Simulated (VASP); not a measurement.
Set up this calculation in VASP 6.6.1, as the native input.

```yaml
Task: relaxation of cell and atoms
Functional: PBEsol
Potentials_or_basis: VASP PAW PBE potentials, release 64 (I)
Cutoff: 600 eV
k_mesh: 8 × 8 × 5
Occupations: fermi-dirac, width 0.05 eV
Spin: no spin polarisation
Target_pressure: 30 GPa
Dipole_correction: no
Further_INCAR_settings: ALGO = Normal; EDIFF = 1e-06; IBRION = 2; EDIFFG = -0.01; NSW = 80; ISIF = 3
```

The structure of I lies in POSCAR:

```
I
1.0
    3.5900000000      0.0000000000      0.0000000000
   -1.7950000000      3.1090311996      0.0000000000
    0.0000000000      0.0000000000      5.8624700000
I
2
Direct
    0.3333333333      0.6666666667      0.2500000000
    0.6666666667      0.3333333333      0.7500000000
```

These files were run (other wordings do the same):

INCAR

```
ALGO = Normal ; EDIFF = 1E-6
EDIFFG = -0.01 ; ENCUT = 600
GGA = PS ; IBRION = 2
ISIF = 3 ; ISMEAR = -1
LASPH = True ; LCHARG = False
LREAL = False ; LWAVE = False
NELM = 80 ; NSW = 80
PREC = Accurate ; PSTRESS = 300.0
SIGMA = 0.05
```

KPOINTS

```
k-points
0
Gamma
  8 8 5
```

Potentials or basis: VASP PAW PBE potentials, release 64 (I).

Command:

```bash
$ cat potpaw_PBE.64/I/POTCAR > POTCAR
$ mpirun -np 1 vasp_std > vasp.out
```

It gave:

```json
{
  "Relaxed volume": "22.50 Å³/atom",
  "Relaxed cell": "a = 3.081 Å, b = 3.081 Å, c = 5.473 Å, α = 90.00°, β = 90.00°, γ = 120.00°",
  "Space group after relaxing (to 0.1 Å)": "P6_3/mmc (No. 194)",
  "Energy change on relaxing (the run minimises the enthalpy)": "+613.6 meV/atom",
  "Ionic steps": "17",
  "Pressure after relaxing": "30.0 GPa",
  "Band gap on the k mesh": "zero (bands 7 and 8 overlap by 5.28 eV)"
}
```

Caveat: the cell is relaxed towards a set pressure, so the run minimises the enthalpy, not the energy; the volume moved by over 15 % at a fixed basis, so the end points are rough; the PAW data sets were made with another functional, which shifts forces and pressure a little; spin-orbit coupling is left out, which moves the levels of the heavy elements.

It took 110 s on 1 thread of Intel(R) Xeon(R) 6975P-C (Granite Rapids), on a shared host, peak memory 0.22 GiB.
